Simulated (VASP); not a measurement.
# Au (I4/mmm) in VASP: further runs, part 2 of 2

VASP 6.6.1.

## 3. Single point, r2SCAN (strain -0.030 along x and y, +0.030 along z)

The input, POSCAR:

```
Au
1.0
    0.0000000000      1.9841350000      2.1068650000
    1.9841350000      0.0000000000      2.1068650000
    1.9841350000      1.9841350000      0.0000000000
Au
1
Direct
    0.0000000000      0.0000000000      0.0000000000
```

The input, INCAR.step1:

```
ALGO = Normal
EDIFF = 1E-4
ENCUT = 520
GGA = PE
ISMEAR = 1
LASPH = True
LCHARG = False
LREAL = False
LWAVE = True
NBANDS = 12
NELM = 60
PREC = Accurate
SIGMA = 0.4
```

The input, INCAR.step2:

```
ALGO = Normal
EDIFF = 1E-6
ENCUT = 520
ISIF = 2
ISMEAR = 1
ISTART = 1
LASPH = True
LCHARG = False
LMIXTAU = True
LREAL = False
LWAVE = False
METAGGA = R2SCAN
NBANDS = 12
NELM = 60
PREC = Accurate
SIGMA = 0.4
```

The input, KPOINTS:

```
k-points
0
Gamma
  20 20 20
```

Potentials or basis: VASP PAW PBE potentials, release 64 (Au).

Started as:

```console
$ cat potpaw_PBE.64/Au/POTCAR > POTCAR
$ cp INCAR.step1 INCAR
$ mpirun -np 1 vasp_std > vasp.out
$ cp INCAR.step2 INCAR
$ mpirun -np 1 vasp_std > vasp.out
```

Run time: 3.2 min. Hardware: 1 thread of Intel Xeon Platinum 8488C (Sapphire Rapids), shared host; peak memory 0.25 GiB.

Results (log left out):

* Free energy: -50.5601 eV
* Pressure: 10.7 GPa
* Band gap on the k mesh: zero (an odd number of electrons rules out a gap without spin polarisation)

Stress tensor (GPa, compression positive):
```
11.60  0.00  0.00
 0.00 11.60  0.00
 0.00  0.00  8.96
```

Levels at points of the mesh, in eV from the Fermi level:
| k point | band 4 | band 5 | band 6 | band 7 | band 8 | band 9 |
| --- | --- | --- | --- | --- | --- | --- |
| (0.00, 0.00, 0.00) | -4.94 | -3.88 | -3.24 | 15.29 | 18.80 | 19.86 |
| (0.50, 0.00, 0.00) | -2.36 | -2.11 | -0.97 | 3.31 | 14.53 | 17.66 |
| (0.50, 0.50, 0.00) | -1.92 | -1.92 | 0.38 | 5.21 | 11.32 | 11.32 |
| (0.50, 0.00, 0.50) | -2.12 | -1.61 | 1.43 | 6.72 | 10.18 | 10.28 |

Caveat: the cell differs from its parent crystal (strain -0.030 along x and y, +0.030 along z); the cell stands under pressure; the PAW data sets were made with another functional, which shifts forces and pressure a little; spin-orbit coupling is left out, which moves the levels of the heavy elements.

## 4. Single point, r2SCAN (strain +0.015 along x and y, +0.030 along z)

The input, POSCAR:

```
Au
1.0
    0.0000000000      2.0761825000      2.1068650000
    2.0761825000      0.0000000000      2.1068650000
    2.0761825000      2.0761825000      0.0000000000
Au
1
Direct
    0.0000000000      0.0000000000      0.0000000000
```

The input, INCAR.step1:

```
PREC = Accurate
ENCUT = 520
ISMEAR = 1
SIGMA = 0.4
LREAL = F
LASPH = T
NELM = 80
NBANDS = 12
GGA = PE
ALGO = Normal
EDIFF = 1E-4
LWAVE = T
LCHARG = F
```

The input, INCAR.step2:

```
PREC = Accurate
ENCUT = 520
EDIFF = 1E-6
ISMEAR = 1
SIGMA = 0.4
LREAL = F
LASPH = T
NELM = 80
ALGO = Normal
ISIF = 2
LWAVE = F
LCHARG = F
METAGGA = R2SCAN
LMIXTAU = T
NBANDS = 12
ISTART = 1
```

The input, KPOINTS:

```
Automatic mesh
0
Gamma
  20 20 20
```

Started as:

```console
$ cat potpaw_PBE.64/Au/POTCAR > POTCAR
$ cp INCAR.step1 INCAR
$ mpirun -np 1 vasp_std > vasp.out
$ cp INCAR.step2 INCAR
$ mpirun -np 1 vasp_std > vasp.out
```

It took 4.4 min on 1 thread of Intel Xeon Platinum 8375C at 2.90GHz (Ice Lake), shared host; peak memory 0.26 GiB.

Results (log left out):

```
Free energy            : -50.5869 eV
Pressure               : -4.7 GPa
Band gap on the k mesh : zero (an odd number of electrons rules out a gap without spin polarisation)
```

Stress tensor (GPa, compression positive):
```
-4.55  0.00  0.00
 0.00 -4.55  0.00
 0.00  0.00 -4.90
```

Levels at points of the mesh, in eV from the Fermi level:
| k point | band 4 | band 5 | band 6 | band 7 | band 8 | band 9 |
| --- | --- | --- | --- | --- | --- | --- |
| (0.00, 0.00, 0.00) | -4.57 | -3.31 | -3.18 | 15.38 | 18.94 | 19.14 |
| (0.50, 0.00, 0.00) | -2.16 | -2.10 | -0.50 | 2.83 | 14.83 | 17.24 |
| (0.50, 0.50, 0.00) | -1.83 | -1.83 | 1.21 | 5.26 | 10.50 | 10.50 |
| (0.50, 0.00, 0.50) | -1.87 | -1.77 | 1.45 | 5.60 | 10.23 | 10.24 |

Caveat: the cell differs from its parent crystal (strain +0.015 along x and y, +0.030 along z); the cell stands under tension; the PAW data sets were made with another functional, which shifts forces and pressure a little; spin-orbit coupling is left out, which moves the levels of the heavy elements.

## 5. Single point, r2SCAN (strain +0.030 along x and y, +0.015 along z)

The input, POSCAR:

```
Au
1.0
    0.0000000000      2.1068650000      2.0761825000
    2.1068650000      0.0000000000      2.0761825000
    2.1068650000      2.1068650000      0.0000000000
Au
1
Direct
    0.0000000000      0.0000000000      0.0000000000
```

The input, INCAR.step1:

```
SYSTEM = Au
PREC = Accurate ; ENCUT = 520
ISMEAR = 1 ; SIGMA = 0.4
LREAL = .False. ; LASPH = .True.
NELM = 100 ; NBANDS = 12
GGA = PE ; ALGO = Normal
EDIFF = 1E-4 ; LWAVE = .True.
LCHARG = .False.
```

The input, INCAR.step2:

```
SYSTEM = Au
PREC = Accurate ; ENCUT = 520
EDIFF = 1E-7 ; ISMEAR = 1
SIGMA = 0.4 ; LREAL = .False.
LASPH = .True. ; NELM = 100
ALGO = Normal ; ISIF = 2
LWAVE = .False. ; LCHARG = .True.
METAGGA = R2SCAN ; LMIXTAU = .True.
LELF = .True. ; LVHAR = .True.
NBANDS = 12 ; ISTART = 1
```

The input, KPOINTS:

```
regular mesh
0
Gamma
  20 20 20
  0 0 0
```

Potentials or basis: VASP PAW PBE potentials, release 64 (Au).

Started as:

```console
$ cat potpaw_PBE.64/Au/POTCAR > POTCAR
$ cp INCAR.step1 INCAR
$ mpirun -np 1 vasp_std > vasp.out
$ cp INCAR.step2 INCAR
$ mpirun -np 1 vasp_std > vasp.out
```

OUTCAR:

```text
SYSTEM = Au
   PREC = Accurate
   ENCUT = 520
   EDIFF = 1E-7
   ISMEAR = 1
   LREAL = .False.
   LASPH = .True.
   NELM = 100
   ISIF = 2
   METAGGA = R2SCAN
   ISTART = 1

 ion  position               nearest neighbor table
   1  0.000  0.000  0.000-

  LATTYP: Found a body centered tetragonal cell.
 ALAT       =     2.9795570571
 C/A-ratio  =     1.3936182192

  Lattice vectors:

 A1 = (   0.0000000000,  -2.1068650000,  -2.0761825000)
 A2 = (   0.0000000000,   2.1068650000,  -2.0761825000)
[... 541 lines left out ...]

 [... further k-points ...]

------------------------ aborting loop because EDIFF is reached ----------------------------------------

  FORCE on cell =-STRESS in cart. coord.  units (eV):
  Direction    XX          YY          ZZ          XY          YZ          ZX
  --------------------------------------------------------------------------------------
  -------------------------------------------------------------------------------------
  Total       -0.7513504     -0.7513504     -0.7165718      0.0000000     -0.0000000     -0.0000000
  in kB      -65.3106744    -65.3106744    -62.2875680      0.0000000     -0.0000000     -0.0000000
  external PRESSURE =     -64.3029723 kB  Pullay stress =       0.0000000 kB

 VOLUME and BASIS-vectors are now :
 -----------------------------------------------------------------------------
  energy-cutoff  :      520.00
  volume of cell :       18.43
      direct lattice vectors                 reciprocal lattice vectors
     0.000000000  2.106865000  2.076182500    -0.237319430  0.237319430  0.240826613
     2.106865000  0.000000000  2.076182500     0.237319430 -0.237319430  0.240826613
     2.106865000  2.106865000  0.000000000     0.237319430  0.237319430 -0.240826613

 POSITION                                       TOTAL-FORCE (eV/Angst)
 -----------------------------------------------------------------------------------
      0.00000      0.00000      0.00000        -0.000000      0.000000      0.000000
 -----------------------------------------------------------------------------------
    total drift:                               -0.000000      0.000000      0.000000

  FREE ENERGIE OF THE ION-ELECTRON SYSTEM (eV)
  ---------------------------------------------------
  free  energy   TOTEN  =       -50.5777572980 eV

  energy  without entropy=      -50.5790576632  energy(sigma->0) =      -50.57819075
```

OUTCAR.step1:

```text
SYSTEM = Au
   PREC = Accurate
   ENCUT = 520
   ISMEAR = 1
   LREAL = .False.
   LASPH = .True.
   NELM = 100
[... 578 lines left out ...]
 -----------------------------------------------------------------------------------
      0.00000      0.00000      0.00000        -0.000000      0.000000     -0.000000
 -----------------------------------------------------------------------------------
    total drift:                               -0.000000      0.000000     -0.000000

  FREE ENERGIE OF THE ION-ELECTRON SYSTEM (eV)
  ---------------------------------------------------
  free  energy   TOTEN  =        -3.2156505867 eV

  energy  without entropy=       -3.2167900620  energy(sigma->0) =       -3.21603041
```

Wall time 4.4 min (1 thread of Intel Xeon Platinum 8375C at 2.90GHz (Ice Lake), shared host); peak memory 0.27 GiB.

What came out:

```
Free energy            : -50.5778 eV
Pressure               : -6.4 GPa
Band gap on the k mesh : zero (an odd number of electrons rules out a gap without spin polarisation)
```

Caveat: the cell differs from its parent crystal (strain +0.030 along x and y, +0.015 along z); the cell stands under tension; the PAW data sets were made with another functional, which shifts forces and pressure a little; spin-orbit coupling is left out, which moves the levels of the heavy elements.

## 6. Overview

| cell | gap on the mesh (eV) | pressure (GPa) |
| --- | --- | --- |
| a = 2.872, b = 2.872, c = 2.806 Å, angles 60.8, 60.8, 58.5°, 1 atom | none | 13.9 |
| a = 2.894, b = 2.894, c = 2.806 Å, angles 61.0, 61.0, 58.0°, 1 atom | none | 10.7 |
| a = 2.958, b = 2.958, c = 2.936 Å, angles 60.2, 60.2, 59.5°, 1 atom | none | -4.7 |
| a = 2.958, b = 2.958, c = 2.980 Å, angles 59.8, 59.8, 60.5°, 1 atom | none | -6.4 |

Alike in all rows: task single point; level r2SCAN; potentials or basis VASP PAW PBE potentials, release 64 (Au); no spin polarisation; k mesh 20 × 20 × 20; cutoff (eV) 520; smearing methfessel-paxton 0.4 eV.

Caveats: the PAW data sets were made with another functional, which shifts forces and pressure a little; spin-orbit coupling is left out, which moves the levels of the heavy elements; the cell stands under pressure (at least some runs); the cell stands under tension (at least some runs).

Total energies depend on the potentials used, so only differences within one code and one set of settings carry meaning.
